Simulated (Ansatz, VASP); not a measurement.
**TiO2 in VASP and in Ansatz**

```xyz
6
Lattice="4.6433 0.0000 0.0000 0.0000 4.6433 0.0000 0.0000 0.0000 2.9639" Properties=species:S:1:pos:R:3 pbc="T T T"
Ti    2.3217    2.3217    0.0000
Ti    0.0000    0.0000    1.4819
O     3.2265    3.2265    1.4819
O     3.7385    0.9049    0.0000
O     0.9049    3.7385    0.0000
O     1.4168    1.4168    1.4819
```

Alike in both runs: functional PBE; k mesh 6 × 6 × 10; occupations gaussian, width 0.02 eV; no spin polarisation.

Ansatz relaxed the structure, and its values are those at the end. VASP's run is a single point on that final structure, the one shown.

|  | VASP | Ansatz |
| --- | --- | --- |
| version | VASP 6.6.1 | Ansatz 0.2.0 |
| potentials or method | VASP PAW PBE potentials, release 64 (Ti_sv, O), cutoff 520 eV | scalar-relativistic, plane waves, PAW |
| valence electrons in the cell | 48 | 48 |

|  | VASP | Ansatz | Ansatz less VASP |
| --- | --- | --- | --- |
| gap on the k mesh at the Fermi level (eV) | 1.84 | 1.86 | +0.024 |
| least direct gap on the mesh (eV) | 1.84 | 1.86 | +0.024 |
| pressure (GPa) | 0.7 | 0.0 | -0.65 |
| rms of the force components (eV/Å) | 0.014 | 0.000 | -0.0136 |

The functional is the same, so the differences come from potentials, cutoffs and numerics.
